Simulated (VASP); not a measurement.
# SnTe (zincblende type) (F-43m) in VASP: further runs, part 2 of 2

VASP 6.6.1. The steps go on from the part before.

## Step 4: Single point, PBEsol (volume scaled by 0.94)

INCAR

```
  PREC = Accurate
  ENCUT = 520
  EDIFF = 1E-6
  ISMEAR = -1
  SIGMA = 0.1
  LREAL = False
  LASPH = True
  NELM = 80
  ALGO = Normal
  ISIF = 2
  LWAVE = False
  LCHARG = False
  GGA = PS
  NBANDS = 17
```

KPOINTS

```
Automatic mesh
0
Gamma
  12 12 12
```

POSCAR

```
SnTe
1.0
    0.0000000000      3.4652781041      3.4652781041
    3.4652781041      0.0000000000      3.4652781041
    3.4652781041      3.4652781041      0.0000000000
Sn Te
1 1
Direct
    0.0000000000      0.0000000000      0.0000000000
    0.2500000000      0.2500000000      0.2500000000
```

Potentials or basis: VASP PAW PBE potentials, release 64 (Sn_d, Te).

Run with:

```console
$ cat potpaw_PBE.64/Sn_d/POTCAR potpaw_PBE.64/Te/POTCAR > POTCAR
$ mpirun -np 1 vasp_std > vasp.out
```

OUTCAR:

```text
PREC = Accurate
   ENCUT = 520
   EDIFF = 1E-6
   ISMEAR = -1
   LREAL = False
   LASPH = True
   NELM = 80
   ISIF = 2
   GGA = PS

 ion  position               nearest neighbor table
   1  0.000  0.000  0.000-   2 3.00   2 3.00   2 3.00   2 3.00
   2  0.250  0.250  0.250-   1 3.00   1 3.00   1 3.00   1 3.00

  LATTYP: Found a face centered cubic cell.
 ALAT       =     6.9305562082

  Lattice vectors:

 A1 = (   0.0000000000,   3.4652781041,   3.4652781041)
 A2 = (   3.4652781041,   0.0000000000,   3.4652781041)
 A3 = (   3.4652781041,   3.4652781041,   0.0000000000)

Analysis of symmetry for initial positions (statically):
=====================================================================
 Subroutine PRICEL returns:
 Original cell was already a primitive cell.

 Routine SETGRP: Setting up the symmetry group for a
 face centered cubic supercell.

 Subroutine GETGRP returns: Found 24 space group operations
 (whereof 24 operations were pure point group operations)
 out of a pool of 48 trial point group operations.

The static configuration has the point symmetry T_d .

Analysis of symmetry for dynamics (positions and initial velocities):
=====================================================================
 Subroutine PRICEL returns:
 Original cell was already a primitive cell.

 Routine SETGRP: Setting up the symmetry group for a
 face centered cubic supercell.

 Subroutine GETGRP returns: Found 24 space group operations
 (whereof 24 operations were pure point group operations)
 out of a pool of 48 trial point group operations.

The dynamic configuration has the point symmetry T_d .

 Subroutine INISYM returns: Found 24 space group operations
 (whereof 24 operations are pure point group operations),
 and found     1 'primitive' translations
[... 101 lines left out ...]
   ISIF   =      2    stress and relaxation
   ISYM   =      2    0-nonsym 1-usesym 2-fastsym
   POTIM  = 0.5000    time-step for ionic-motion
   TEBEG  =    0.0;   TEEND  =   0.0 temperature during run
   PSTRESS=    0.0 pullay stress
   NELECT =      20.0000    total number of electrons
   NUPDOWN=      -1.0000    fix difference up-down
   EMIN   =  10.00;   EMAX   =-10.00  energy-range for DOS
   EFERMI =   0.00;   METHOD = LEGACY
   ISMEAR =    -1;   SIGMA  =   0.10  broadening in eV -4-tet -1-fermi 0-gaus
   EFERMI_NEDOS =   21; number of points for ismear=-14 and -15
   IALGO  =     38    algorithm
   IMIX   =      4    mixing-type and parameters
     AMIX     =   0.40;   BMIX     =  1.00
     AMIX_MAG =   1.60;   BMIX_MAG =  1.00
  volume/ion in A,a.u.               =      41.61       280.81
  Fermi-wavevector in a.u.,A,eV,Ry     =   1.017818  1.923397 14.094999  1.035953
  Thomas-Fermi vector in A             =   2.151240
   LORBIT       =      0    0 simple, 1 ext, 2 COOP (PROOUT), +10 PAW based schemes
   GGA     = PS    functional components
   LHFCALC =     F    Hartree Fock is set to
   AEXX    =    0.0000 exact exchange contribution
   IVDW    =     0    specifies the selected vdW correction
   LEPSILON=     F    determine dielectric tensor
   LRPA    =     F    only Hartree local field effects (RPA)
 non-spin polarized calculation
  energy-cutoff  :      520.00
  volume of cell :       83.22
 maximum number of plane-waves:      2272
   NGX = 19   NGY = 19   NGZ = 19

 number of electron      19.9999993 magnetization

 Free energy of the ion-electron system (eV)
  ---------------------------------------------------
  ext. energy  EPLUGINS =         0.00000000
  ---------------------------------------------------
  free energy    TOTEN  =        -7.60312700 eV

  energy without entropy =       -7.58020504  energy(sigma->0) =       -7.59166602

 E-fermi :   4.1486     XC(G=0):  -8.1587

 val. band max:        4.1300406900   @ k =  -0.3333   0.4167   0.1667
 cond. band min:       4.1531041260   @ k =   0.3333   0.3333   0.0000
 fundamental gap:      0.0230634361
 Fermi energy:         4.1486440359

 k-point     1 :       0.0000    0.0000    0.0000
  band No.  band energies     occupation
      1     -17.5717      2.00000
      2     -17.5717      2.00000
      3     -17.5717      2.00000
      4     -17.5531      2.00000
      5     -17.5531      2.00000
      6      -8.1036      2.00000
[... 457 lines left out ...]
      4     -17.5531      2.00000
      5     -17.5528      2.00000
      6      -7.3162      2.00000
[... 9 lines left out ...]
     16      10.7343      0.00000
     17      11.8255      0.00000

 [... further k-points ...]
[... 5 lines left out ...]
  --------------------------------------------------------------------------------------
  -------------------------------------------------------------------------------------
  Total        0.9321994      0.9321994      0.9321994      0.0000000     -0.0000000      0.0000000
  in kB       17.9463078     17.9463078     17.9463078      0.0000000     -0.0000000      0.0000000
  external PRESSURE =      17.9463078 kB  Pullay stress =       0.0000000 kB

 VOLUME and BASIS-vectors are now :
 -----------------------------------------------------------------------------
  energy-cutoff  :      520.00
  volume of cell :       83.22
      direct lattice vectors                 reciprocal lattice vectors
     0.000000000  3.465278104  3.465278104    -0.144288564  0.144288564  0.144288564
     3.465278104  0.000000000  3.465278104     0.144288564 -0.144288564  0.144288564
     3.465278104  3.465278104  0.000000000     0.144288564  0.144288564 -0.144288564

 POSITION                                       TOTAL-FORCE (eV/Angst)
 -----------------------------------------------------------------------------------
      0.00000      0.00000      0.00000         0.000000     -0.000000     -0.000000
      1.73264      1.73264      1.73264        -0.000000      0.000000      0.000000
 -----------------------------------------------------------------------------------
    total drift:                               -0.000000     -0.000000     -0.000000

  FREE ENERGIE OF THE ION-ELECTRON SYSTEM (eV)
  ---------------------------------------------------
  free  energy   TOTEN  =        -7.6031269977 eV

  energy  without entropy=       -7.5802050424  energy(sigma->0) =       -7.59166602
```

Run time: 27 s. Hardware: 1 thread of Intel Xeon 6975P-C (Granite Rapids), shared host; peak memory 0.27 GiB.

Results:

```
Free energy            : -7.6031 eV
Pressure               : 1.8 GPa
Band gap on the k mesh : zero (band 10 reaches 4.35 eV, above the bottom of band 11 at 3.97 eV)
```

Caveat: the cell differs from its parent crystal (volume scaled by 0.94); the PAW data sets were made with another functional, which shifts forces and pressure a little; spin-orbit coupling is left out, which moves the levels of the heavy elements.

## Step 5: Single point, PBEsol

This run uses another cell than the first one, of 44.27 Å³/atom, 1.136 times its volume.

INCAR

```
  PREC = Accurate
  ENCUT = 520
  EDIFF = 1E-6
  ISMEAR = -1
  SIGMA = 0.1
  LREAL = False
  LASPH = True
  NELM = 100
  ALGO = Normal
  ISIF = 2
  LWAVE = False
  LCHARG = True
  GGA = PS
  LELF = True
  LVHAR = True
  NBANDS = 17
```

KPOINTS is that of step 4.

POSCAR

```
SnTe
1.0
    0.0000000000      3.5374920829      3.5374920829
    3.5374920829      0.0000000000      3.5374920829
    3.5374920829      3.5374920829      0.0000000000
Sn Te
1 1
Direct
    0.0000000000      0.0000000000      0.0000000000
    0.2500000000      0.2500000000      0.2500000000
```

Potentials or basis: VASP PAW PBE potentials, release 64 (Sn_d, Te).

Run with:

```console
$ cat potpaw_PBE.64/Sn_d/POTCAR potpaw_PBE.64/Te/POTCAR > POTCAR
$ mpirun -np 1 vasp_std > vasp.out
```

OUTCAR:

```text
PREC = Accurate
   ENCUT = 520
   EDIFF = 1E-6
   ISMEAR = -1
   LREAL = False
   LASPH = True
   NELM = 100
   ISIF = 2
   GGA = PS

 ion  position               nearest neighbor table
   1  0.000  0.000  0.000-   2 3.06   2 3.06   2 3.06   2 3.06
   2  0.250  0.250  0.250-   1 3.06   1 3.06   1 3.06   1 3.06

  LATTYP: Found a face centered cubic cell.
 ALAT       =     7.0749841658

  Lattice vectors:

 A1 = (   0.0000000000,   3.5374920829,   3.5374920829)
 A2 = (   3.5374920829,   0.0000000000,   3.5374920829)
 A3 = (   3.5374920829,   3.5374920829,   0.0000000000)

Analysis of symmetry for initial positions (statically):
=====================================================================
 Subroutine PRICEL returns:
 Original cell was already a primitive cell.

 Routine SETGRP: Setting up the symmetry group for a
 face centered cubic supercell.

 Subroutine GETGRP returns: Found 24 space group operations
 (whereof 24 operations were pure point group operations)
 out of a pool of 48 trial point group operations.

[... 155 lines left out ...]
  ---------------------------------------------------
  ext. energy  EPLUGINS =         0.00000000
  ---------------------------------------------------
  free energy    TOTEN  =        -7.63286965 eV

  energy without entropy =       -7.61490823  energy(sigma->0) =       -7.62388894

 E-fermi :   3.5963     XC(G=0):  -7.8922

 val. band max:        3.5723670811   @ k =   0.4167   0.4167   0.0000
 cond. band min:       3.6664607674   @ k =   0.5000   0.4167   0.0000
 fundamental gap:      0.0940936863
 Fermi energy:         3.5963403365

 k-point     1 :       0.0000    0.0000    0.0000
  band No.  band energies     occupation
      1     -18.1222      2.00000
      2     -18.1222      2.00000
      3     -18.1222      2.00000
      4     -18.1088      2.00000
      5     -18.1088      2.00000
      6      -8.3115      2.00000
[... 457 lines left out ...]
      4     -18.1087      2.00000
      5     -18.1085      2.00000
      6      -7.6222      2.00000
[... 9 lines left out ...]
     16      10.0746      0.00000
     17      11.1026      0.00000

 [... further k-points ...]
[... 5 lines left out ...]
  --------------------------------------------------------------------------------------
  -------------------------------------------------------------------------------------
  Total       -0.0074248     -0.0074248     -0.0074248      0.0000000      0.0000000      0.0000000
  in kB       -0.1343631     -0.1343631     -0.1343631      0.0000000      0.0000000      0.0000000
  external PRESSURE =      -0.1343631 kB  Pullay stress =       0.0000000 kB

 VOLUME and BASIS-vectors are now :
 -----------------------------------------------------------------------------
  energy-cutoff  :      520.00
  volume of cell :       88.54
      direct lattice vectors                 reciprocal lattice vectors
     0.000000000  3.537492083  3.537492083    -0.141343073  0.141343073  0.141343073
     3.537492083  0.000000000  3.537492083     0.141343073 -0.141343073  0.141343073
     3.537492083  3.537492083  0.000000000     0.141343073  0.141343073 -0.141343073

 POSITION                                       TOTAL-FORCE (eV/Angst)
 -----------------------------------------------------------------------------------
      0.00000      0.00000      0.00000         0.000000     -0.000000     -0.000000
      1.76875      1.76875      1.76875        -0.000000      0.000000      0.000000
 -----------------------------------------------------------------------------------
    total drift:                               -0.000000     -0.000000     -0.000000

  FREE ENERGIE OF THE ION-ELECTRON SYSTEM (eV)
  ---------------------------------------------------
  free  energy   TOTEN  =        -7.6328696540 eV

  energy  without entropy=       -7.6149082301  energy(sigma->0) =       -7.62388894
```

OSZICAR:

```text
N       E                     dE             d eps       ncg     rms          rms(c)
DAV:   1     0.122794320327E+03    0.12279E+03   -0.92599E+03  2465   0.119E+03
DAV:   2     0.453905073837E+01   -0.11826E+03   -0.11528E+03  2613   0.298E+02
DAV:   3    -0.737600707084E+01   -0.11915E+02   -0.11835E+02  3032   0.905E+01
DAV:   4    -0.774048811656E+01   -0.36448E+00   -0.36427E+00  2915   0.169E+01
DAV:   5    -0.775575344384E+01   -0.15265E-01   -0.15265E-01  3487   0.323E+00    0.528E+00
DAV:   6    -0.763914632285E+01    0.11661E+00   -0.27649E-01  3238   0.285E+00    0.348E+00
DAV:   7    -0.763285233223E+01    0.62940E-02   -0.66443E-02  2617   0.103E+00    0.105E+00
DAV:   8    -0.763240908771E+01    0.44324E-03   -0.83061E-03  2767   0.614E-01    0.234E-01
DAV:   9    -0.763276203196E+01   -0.35294E-03   -0.15812E-03  2580   0.254E-01    0.610E-02
DAV:  10    -0.763278655420E+01   -0.24522E-04   -0.20771E-04  2962   0.914E-02    0.356E-02
DAV:  11    -0.763287056491E+01   -0.84011E-04   -0.17993E-04  2495   0.686E-02    0.432E-02
DAV:  12    -0.763286965401E+01    0.91090E-06   -0.66522E-06  2863   0.159E-02
   1 F= -.76328697E+01 E0= -.76238889E+01  d E =-.179614E-01
```

Wall time 38 s (1 thread of Intel Xeon 6975P-C (Granite Rapids), shared host); peak memory 0.3 GiB.

What came out:

```
Free energy            : -7.6329 eV
Pressure               : 0.0 GPa
Band gap on the k mesh : zero (band 10 reaches 3.68 eV, above the bottom of band 11 at 3.52 eV)
```

Caveat: the PAW data sets were made with another functional, which shifts forces and pressure a little; spin-orbit coupling is left out, which moves the levels of the heavy elements.

## Step 6: Summary

```csv
cell,smearing,gap on the mesh (eV),pressure (GPa)
"a = 4.794 Å, angles 60.0°, 2 atoms",fermi-dirac 0.1 eV,none,4.2
"a = 4.794 Å, angles 60.0°, 2 atoms",gaussian 0.001 eV,none,4.2
"a = 4.901 Å, angles 60.0°, 2 atoms",fermi-dirac 0.1 eV,none,1.8
"a = 5.003 Å, angles 60.0°, 2 atoms",fermi-dirac 0.1 eV,none,0.0
```

Alike in all rows: task single point; level PBEsol; potentials or basis VASP PAW PBE potentials, release 64 (Sn_d, Te); no spin polarisation; k mesh 12 × 12 × 12; cutoff (eV) 520.

Caveats: the PAW data sets were made with another functional, which shifts forces and pressure a little; spin-orbit coupling is left out, which moves the levels of the heavy elements.

Absolute energies hang on the potentials; compare differences alone.
